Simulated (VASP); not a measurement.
Runs of VASP 6.6.1 on Si. The structure is that of space group Fd-3m (No. 227), or close to it. The cells are those of the table. 

| task | cell | k mesh | smearing | gap on the mesh (eV) | pressure (GPa) |
| --- | --- | --- | --- | --- | --- |
| single point | a = 3.842 Å, angles 60.0°, 2 atoms | 16 × 16 × 16 | fermi-dirac 0.08 eV | (a) | 0.1 |
| single point | a = 3.585 Å, angles 60.0°, 2 atoms | 8 × 8 × 8 | gaussian 0.01 eV | 0.10 | 30.2 |
| relaxation of cell and atoms | relaxed from a = 3.838 Å, angles 60.0°, 2 atoms | 16 × 16 × 16 | fermi-dirac 0.08 eV | 0.47 | 0.0 |
| relaxation of cell and atoms | relaxed to 30 GPa from a = 3.842 Å, angles 60.0°, 2 atoms | 8 × 8 × 8 | gaussian 0.01 eV | 0.10 | 30.0 |

Alike in all rows: level PBEsol; potentials or basis VASP PAW PBE potentials, release 64 (Si); no spin polarisation; cutoff (eV) 500.

Fill in the values left out.

(a) 0.46.

Caveats: the PAW data sets were made with another functional, which shifts forces and pressure a little; the cell is relaxed towards a set pressure, so the enthalpy falls and the energy may rise (some runs).

A k mesh can miss the band edges.
